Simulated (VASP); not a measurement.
Write the native input for VASP 6.6.1 that does the following.

```
Task                   : single point
Functional             : LDA
Potentials or basis    : VASP PAW LDA potentials, release 64 (Cd_sv_GW, S)
Cutoff                 : 540 eV
k mesh                 : 8 × 8 × 8
Occupations            : fermi-dirac, width 0.05 eV
Spin                   : no spin polarisation
Dipole correction      : no
Second run             : valence_matched
Further INCAR settings : ALGO = Normal; EDIFF = 1e-06; NBANDS = 20
```

The structure of CdS lies in POSCAR:

```
CdS
1.0
    0.0000000000      2.7532440000      2.7532440000
    2.7532440000      0.0000000000      2.7532440000
    2.7532440000      2.7532440000      0.0000000000
Cd S
1 1
Direct
    0.0000000000      0.0000000000      0.0000000000
    0.5000000000      0.5000000000      0.5000000000
```

The input as run:

INCAR

```
SYSTEM = CdS
PREC = Accurate
ENCUT = 540
EDIFF = 1E-6
ISMEAR = -1
SIGMA = 0.05
LREAL = .False.
LASPH = .True.
NELM = 120
ALGO = Normal
ISIF = 2
LWAVE = .False.
LCHARG = .False.
NBANDS = 20
GGA_COMPAT = .False.
```

KPOINTS

```
Automatic mesh
0
Gamma
  8 8 8
  0 0 0
```

Potentials or basis: VASP PAW LDA potentials, release 64 (Cd_sv_GW, S).

The run is started by

```console
$ cat potpaw_LDA.64/Cd_sv_GW/POTCAR potpaw_LDA.64/S/POTCAR > POTCAR
$ mpirun -np 1 vasp_std > vasp.out
```

Results of the run:

The pressure is -8.0 GPa.

Wall time 24 s on 1 thread of Intel(R) Xeon(R) Platinum 8259CL CPU @ 2.50GHz (Skylake/Cascade Lake), with other jobs on the host, peak memory 0.17 GiB.
